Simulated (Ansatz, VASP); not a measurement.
## One calculation of LiBr, two programs

INCAR

```
ALGO = Normal ; EDIFF = 1E-6
ENCUT = 750 ; GGA = PE
GGA_COMPAT = F ; ISIF = 2
ISMEAR = -1 ; LASPH = T
LCHARG = T ; LELF = T
LREAL = F ; LVHAR = T
LWAVE = F ; NBANDS = 12
NELM = 120 ; PREC = Accurate
SIGMA = 0.08
```

Contents of KPOINTS:

```
k-points
0
Gamma
  12 12 12
```

File POSCAR:

```
LiBr
1.0
    0.0000000000      2.7343607990      2.7961140551
    2.7343607990      0.0000000000      2.7961140551
    2.7343607990      2.7343607990      0.0000000000
Li Br
1 1
Direct
    0.0000000000      0.0000000000      0.0000000000
    0.5000000000      0.5000000000      0.5000000000
```

Input for Ansatz:

```yaml
crystal:
  lattice:
    - [0.0, 2.734360799, 2.7961140551]
    - [2.734360799, 0.0, 2.7961140551]
    - [2.734360799, 2.734360799, 0.0]
  atoms:
    - { symbol: Li, position: [0.0, 0.0, 0.0] }
    - { symbol: Br, position: [0.5, 0.5, 0.5] }
kpoints:
  mp_grid: { grid: [12, 12, 12] }
scf:
  occupations: { method: fermi_dirac, width: 0.08 }
hamiltonian:
  xc: pbe
  pseudopotentials: { kind: all_electron, lapw: { basis_error: 0.001 } }
output:
  forces: true
  stress: true
  eigenvalues: true
```

Change from the starting cell: z stretched by +1.5 % at fixed volume.

Alike in both runs: task single point; functional PBE; k mesh 12 × 12 × 12; occupations fermi-dirac, width 0.08 eV; no spin polarisation.

```csv
,VASP,Ansatz
version,VASP 6.6.1,Ansatz 0.2.0
potentials or method,"VASP PAW PBE potentials, release 64 (Li_sv, Br), cutoff 750 eV","all-electron LAPW, scalar-relativistic"
```

```csv
,VASP,Ansatz,Ansatz less VASP
gap on the k mesh at the Fermi level (eV),4.88,4.88,-0.005
pressure (GPa),0.0,0.0,+0.05
"traceless stress, the component that is largest in VASP (GPa)",-0.36,-0.36,0.000
```

Ansatz ran all-electron here, and VASP with PAW potentials.
